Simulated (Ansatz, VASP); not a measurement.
## Ni in VASP and in Ansatz

```
Ni
1.0
     0.00000    1.64258    1.64258
     1.64258    0.00000    1.64258
     1.64258    1.64258    0.00000
Ni
1
Direct
  0.00000 0.00000 0.00000
```

Alike in both runs: task single point; functional PBE; dispersion D4; k mesh 13 × 13 × 13; occupations tetrahedron; collinear spin; Hubbard terms Ni d U = 3.5 eV.

|  | VASP | Ansatz |
| --- | --- | --- |
| version | VASP 6.6.1 | Ansatz 0.2.0 |
| potentials or method | VASP PAW PBE potentials, release 64 (Ni_sv_GW) | Ansatz PAW |
| plane-wave cutoff (eV) | 590 | 420 |
| valence electrons in the cell | 18 | 18 |

Ansatz gave:

```
gap on the k mesh at the Fermi level (eV)                     : none
net moment per atom (μB)                                      : 0.59
size of the moment on the site where the two differ most (μB) : 0.63
```

Problem. Estimate VASP's values.

Solution. gap on the k mesh at the Fermi level (eV): none; net moment per atom (μB): 0.68; size of the moment on the site where the two differ most (μB): 0.74.

Site moments also hang on the region over which each program counts them. The programs project onto different local orbitals, so the same U acts differently, and such runs can settle in different states. A gap of «none» marks a metal or a gap that the smearing closes.

Noted on Ansatz's run: the magnetic or orbital state may not be the lowest.
